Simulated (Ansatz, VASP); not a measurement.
**Be2CN: VASP beside Ansatz**

```
Be C N
1.0
     3.03488    0.00000    0.00000
    -1.51744    2.62828    0.00000
     0.00000    0.00000    3.92890
Be C N
2 1 1
Cartesian
  0.0000 0.0000 1.9645
  0.0000 1.7522 0.0000
  0.0000 0.0000 0.0000
  0.0000 1.7522 1.9645
```

Alike in both runs: task relaxation of cell and atoms; functional PBE; k mesh 18 × 18 × 12; occupations gaussian, width 0.1 eV; no spin polarisation.

|  | VASP | Ansatz |
| --- | --- | --- |
| version | VASP 6.6.1 | Ansatz 0.2.0 |
| potentials or method | VASP PAW PBE potentials, release 64 (Be, C, N), cutoff 600 eV | scalar-relativistic, plane waves, PAW |
| valence electrons in the cell | 13 | 13 |

|  | VASP | Ansatz | Ansatz less VASP |
| --- | --- | --- | --- |
| gap on the k mesh at the Fermi level, each at its own relaxed structure (eV) | none | none | - |
| relaxed volume (Å³/atom) | 7.84 | 7.84 | -0.002 |
| relaxed cell length with the largest relative difference (Å) | 3.908 | 3.911 | +0.0031 |

A gap of «none» marks a metal or a gap that the smearing closes.
